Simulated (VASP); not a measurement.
Set up this calculation in VASP 6.6.1, as the native input.

```
Task                   : single point
Functional             : PBEsol
Potentials or basis    : VASP PAW PBE potentials, release 64 (O)
Cutoff                 : 600 eV
k mesh                 : 7 × 7 × 7
Occupations            : fermi-dirac, width 0.05 eV
Spin                   : no spin polarisation
Dipole correction      : no
Further INCAR settings : ALGO = Normal; EDIFF = 1e-06; NBANDS = 13
```

The structure of O lies in POSCAR:

```
O
1.0
    0.0000000000      2.2589583780      2.0048255605
    2.2589583780      0.0000000000      2.0048255605
    2.2589583780      2.2589583780      0.0000000000
O
2
Direct
    0.2500000000      0.2500000000      0.2500000000
    0.0000000000      0.0000000000      0.0000000000
```

One way to write it, as run:

INCAR

```
  PREC = Accurate
  ENCUT = 600
  EDIFF = 1E-6
  ISMEAR = -1
  SIGMA = 0.05
  LREAL = False
  LASPH = True
  NELM = 120
  ALGO = Normal
  ISIF = 2
  LWAVE = False
  LCHARG = False
  GGA = PS
  NBANDS = 13
  GGA_COMPAT = False
```

KPOINTS

```
regular mesh
0
Gamma
  7 7 7
```

Potentials or basis: VASP PAW PBE potentials, release 64 (O).

Command:

```sh
$ cat potpaw_PBE.64/O/POTCAR > POTCAR
$ mpirun -np 1 vasp_std > vasp.out
```

It gave:

```json
{
 "Pressure": "-2.2 GPa",
 "Band gap on the k mesh": "zero (bands 6 and 7 overlap by 0.75 eV)"
}
```

Caveat: the PAW data sets were made with another functional, which shifts forces and pressure a little.

Wall time 4.1 s on 1 thread of Intel(R) Xeon(R) 6975P-C (Granite Rapids), on a shared host, peak memory 0.14 GiB.
